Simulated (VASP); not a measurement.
Write the native input for VASP 6.6.1 that does the following.

| Property | Result |
| --- | --- |
| Task | single point |
| Functional | PBE |
| Potentials or basis | VASP PAW PBE potentials, release 64 (K_sv, I) |
| Cutoff | 520 eV |
| k mesh | 6 × 6 × 6 |
| Occupations | gaussian, width 0.05 eV |
| Spin | no spin polarisation |
| Dipole correction | no |
| Further INCAR settings | ALGO = Normal; EDIFF = 1e-07; NBANDS = 15 |

The structure of KI lies in POSCAR:

```
KI
1.0
    0.0000000000      3.7007775000      3.3483225000
    3.7007775000      0.0000000000      3.3483225000
    3.7007775000      3.7007775000      0.0000000000
K I
1 1
Direct
    0.0000000000      0.0000000000      0.0000000000
    0.5000000000      0.5000000000      0.5000000000
```

This cell differs from its parent crystal: strain +0.050 along x and y, -0.050 along z.

The input as run:

INCAR

```
SYSTEM = KI
ALGO = Normal ; EDIFF = 1E-7
ENCUT = 520 ; GGA = PE
ISIF = 2 ; ISMEAR = 0
LASPH = .TRUE. ; LCHARG = .FALSE.
LREAL = .FALSE. ; LWAVE = .FALSE.
NBANDS = 15 ; NELM = 60
PREC = Accurate ; SIGMA = 0.05
```

KPOINTS

```
k-points
0
G
  6 6 6
  0 0 0
```

Potentials or basis: VASP PAW PBE potentials, release 64 (K_sv, I).

Launch:

```bash
$ cat potpaw_PBE.64/K_sv/POTCAR potpaw_PBE.64/I/POTCAR > POTCAR
$ mpirun -np 1 vasp_std > vasp.out
```

It gave:

```
Pressure               : 0.5 GPa
Band gap on the k mesh : 3.85 eV, direct
```

Caveat: the cell differs from its parent crystal (strain +0.050 along x and y, -0.050 along z); spin-orbit coupling is left out, which moves the levels of the heavy elements.

Wall time 38 s on 1 thread of Intel(R) Xeon(R) Platinum 8488C (Sapphire Rapids) (shared host), peak memory 0.25 GiB.
